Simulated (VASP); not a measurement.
Wanted: the native input for a VASP 6.6.1 run.

| Property | Result |
| --- | --- |
| Task | single point |
| Functional | PBE |
| Potentials or basis | VASP PAW PBE potentials, release 64 (I) |
| Cutoff | 500 eV |
| k mesh | 4 × 4 × 4 |
| Occupations | fermi-dirac, width 0.15 eV |
| Spin | no spin polarisation |
| Dipole correction | no |
| Further INCAR settings | ALGO = Normal; EDIFF = 1e-06; NBANDS = 10 |

The structure of I lies in POSCAR:

```
I
1.0
    0.0000000000      2.5962000000      2.5962000000
    2.5962000000      0.0000000000      2.5962000000
    2.5962000000      2.5962000000      0.0000000000
I
1
Direct
    0.0000000000      0.0000000000      0.0000000000
```

The input as run:

INCAR

```
PREC = Accurate
ENCUT = 500
EDIFF = 1E-6
ISMEAR = -1
SIGMA = 0.15
LREAL = F
LASPH = T
NELM = 120
ALGO = Normal
ISIF = 2
LWAVE = F
LCHARG = T
GGA = PE
LELF = T
LVHAR = T
NBANDS = 10
GGA_COMPAT = F
```

KPOINTS

```
Automatic mesh
0
Gamma
  4 4 4
```

Potentials or basis: VASP PAW PBE potentials, release 64 (I).

Launch:

```bash
$ cat potpaw_PBE.64/I/POTCAR > POTCAR
$ mpirun -np 1 vasp_std > vasp.out
```

Results of the run:

```yaml
Pressure: 0.0 GPa
Band_gap_on_the_k_mesh: zero (an odd number of electrons rules out a gap without spin polarisation)
```

Caveat: the k points lie up to 0.52 Å⁻¹ apart, too coarse for converged energies and pressures of a metal; spin-orbit coupling is left out, which moves the levels of the heavy elements; an odd number of electrons without spin polarisation forces a metal; a magnetic or distorted state may lie lower.

It took 9.4 s on 1 thread of Intel Xeon 8259CL, with other jobs on the host, peak memory 0.15 GiB.
